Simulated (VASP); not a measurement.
Write the native input for VASP 6.6.1 that does the following.

| Quantity | Value |
| --- | --- |
| Task | single point |
| Functional | PBE |
| Potentials or basis | VASP PAW PBE potentials, release 64 (Co_sv, Si) |
| Cutoff | 690 eV |
| k mesh | 12 × 12 × 7 |
| Occupations | fermi-dirac, width 0.08 eV |
| Spin | no spin polarisation |
| Dipole correction | no |
| Further INCAR settings | ALGO = Normal; EDIFF = 1e-06; NBANDS = 29 |

The structure of CoSi (NiAs type) lies in POSCAR:

```
CoSi
1.0
    2.2219361987      0.0000000000      0.0000000000
   -1.1109680993      1.9242531936      0.0000000000
    0.0000000000      0.0000000000      6.3952730058
Co Si
2 2
Direct
    0.0000000000      0.0000000000      0.0000000000
    0.0000000000      0.0000000000      0.5000000000
    0.3333333333      0.6666666667      0.2500000000
    0.6666666667      0.3333333333      0.7500000000
```

These files were run (other wordings do the same):

INCAR

```
SYSTEM = CoSi
PREC     = Accurate       ! precision mode
ENCUT    = 690            ! plane-wave cutoff, eV
EDIFF    = 1E-6           ! SCF threshold, eV
ISMEAR   = -1             ! smearing method
SIGMA    = 0.08           ! smearing width, eV
LREAL    = .FALSE.        ! projectors in reciprocal space
LASPH    = .TRUE.         ! aspherical terms in the spheres
NELM     = 120            ! most SCF steps
ALGO     = Normal         ! electronic algorithm
ISIF     = 2              ! what is computed and relaxed
LWAVE    = .FALSE.        ! write WAVECAR
LCHARG   = .FALSE.        ! write CHGCAR
GGA      = PE             ! functional
NBANDS   = 29             ! bands
GGA_COMPAT= .FALSE.
```

KPOINTS

```
Automatic mesh
0
G
  12 12 7
  0 0 0
```

Potentials or basis: VASP PAW PBE potentials, release 64 (Co_sv, Si).

The run is started by

```sh
$ cat potpaw_PBE.64/Co_sv/POTCAR potpaw_PBE.64/Si/POTCAR > POTCAR
$ mpirun -np 1 vasp_std > vasp.out
```

Results of the run:

The pressure is 294.3 GPa. The band gap on the k mesh is zero (bands 21 and 22 overlap by 2.70 eV).

Caveat: the cell stands under pressure.

Wall time 52 s on 1 thread of Intel(R) Xeon(R) Platinum 8488C (Sapphire Rapids), on a shared host, peak memory 0.21 GiB.
